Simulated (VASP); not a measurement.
A run of VASP 6.6.1 is set up as follows.

INCAR

```
PREC     = Accurate       # precision mode
ENCUT    = 520            # plane-wave cutoff, eV
EDIFF    = 1E-6           # SCF threshold, eV
ISMEAR   = 0              # smearing method
SIGMA    = 0.1            # smearing width, eV
LREAL    = False          # projectors in reciprocal space
LASPH    = True           # aspherical terms in the spheres
NELM     = 60             # most SCF steps
ALGO     = Normal         # electronic algorithm
ISIF     = 2              # what is computed and relaxed
LWAVE    = False          # write WAVECAR
LCHARG   = False          # write CHGCAR
GGA      = PE             # functional
NBANDS   = 41             # bands
```

File KPOINTS:

```
Automatic mesh
0
Gamma
  4 4 2
```

File POSCAR:

```
AlGa3As4
1.0
    4.0734995797      0.0000000000      0.0000000000
    0.0000000000      4.0734995797      0.0000000000
    0.0000000000      0.0000000000     11.3510112051
Al Ga As
1 3 4
Direct
    0.5000000000      0.5000000000      0.0000000000
    0.0000000000      0.0000000000      0.7503427255
    0.0000000000      0.0000000000      0.2496572745
    0.5000000000      0.5000000000      0.5000000000
    0.5000000000      0.0000000000      0.1238750038
    0.0000000000      0.5000000000      0.3748862771
    0.5000000000      0.0000000000      0.6251137229
    0.0000000000      0.5000000000      0.8761249962
```

Potentials or basis: VASP PAW PBE potentials, release 64 (Al, Ga_d, As).

Launch:

```sh
$ cat potpaw_PBE.64/Al/POTCAR potpaw_PBE.64/Ga_d/POTCAR potpaw_PBE.64/As/POTCAR > POTCAR
$ mpirun -np 1 vasp_std > vasp.out
```

(1) Estimate the largest force.

(2) What does it give for the pressure?

(3) What does it give for the band gap on the k mesh?

## Answers

(1) 0.005 eV/Å.

(2) 0.5 GPa.

(3) 0.53 eV, direct.
